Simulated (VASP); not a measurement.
A run of VASP 6.6.1:

The input INCAR:

```
ALGO = Normal ; EDIFF = 1E-6
ENCUT = 520 ; GGA = RE
ISIF = 2 ; ISMEAR = -1
IVDW = 12 ; LASPH = True
LCHARG = False ; LREAL = False
LWAVE = False ; NBANDS = 17
NELM = 60 ; PREC = Accurate
SIGMA = 0.05
```

KPOINTS

```
k-points
0
Gamma
  7 7 7
```

The input POSCAR:

```
SnTe
1.0
    0.0000000000      3.1717171644      3.1717171644
    3.1717171644      0.0000000000      3.1717171644
    3.1717171644      3.1717171644      0.0000000000
Te Sn
1 1
Direct
    0.5000000000      0.5000000000      0.5000000000
    0.0000000000      0.0000000000      0.0000000000
```

Potentials or basis: VASP PAW PBE potentials, release 64 (Te, Sn_d).

Run with:

```console
$ cat potpaw_PBE.64/Te/POTCAR potpaw_PBE.64/Sn_d/POTCAR > POTCAR
$ mpirun -np 1 vasp_std > vasp.out
```

Hardware: 1 thread of AMD EPYC 7R43 64-Core Processor (Zen 3) (shared host).

Task: Estimate the wall time of this run.

Result: Run time: 35 s on 1 thread of AMD EPYC 7R43 64-Core Processor (Zen 3) (shared host), peak memory 0.18 GiB. Counts: scf iterations 14, k points 20.
